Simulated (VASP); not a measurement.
Input of a VASP 6.6.1 run:

Contents of POSCAR:

```
Ta
1.0
   -1.6523323631      1.6523323631      1.6523323631
    1.6523323631     -1.6523323631      1.6523323631
    1.6523323631      1.6523323631     -1.6523323631
Ta
1
Direct
    0.0000000000      0.0000000000      0.0000000000
```

Contents of INCAR.step1:

```
PREC = Accurate
ENCUT = 520
ISMEAR = 0
SIGMA = 0.1
LREAL = False
LASPH = True
NELM = 60
NBANDS = 12
GGA = PE
ALGO = Normal
EDIFF = 1E-4
LWAVE = True
LCHARG = False
```

INCAR.step2

```
PREC = Accurate
ENCUT = 520
EDIFF = 1E-6
ISMEAR = 0
SIGMA = 0.1
LREAL = False
LASPH = True
NELM = 60
ALGO = Normal
ISIF = 2
LWAVE = False
LCHARG = False
METAGGA = R2SCAN
LMIXTAU = True
NBANDS = 12
ISTART = 1
```

Contents of KPOINTS:

```
Automatic mesh
0
Gamma
  18 18 18
```

Potentials or basis: VASP PAW PBE potentials, release 64 (Ta_pv).

Launch:

```sh
$ cat potpaw_PBE.64/Ta_pv/POTCAR > POTCAR
$ cp INCAR.step1 INCAR
$ mpirun -np 1 vasp_std > vasp.out
$ cp INCAR.step2 INCAR
$ mpirun -np 1 vasp_std > vasp.out
```

Question: Estimate the band gap on the k mesh.

Answer: Zero (an odd number of electrons rules out a gap without spin polarisation).

Question: Estimate the pressure.

Answer: 0.6 GPa.

Caveat: the PAW data sets were made with another functional, which shifts forces and pressure a little; spin-orbit coupling is left out, which moves the levels of the heavy elements.
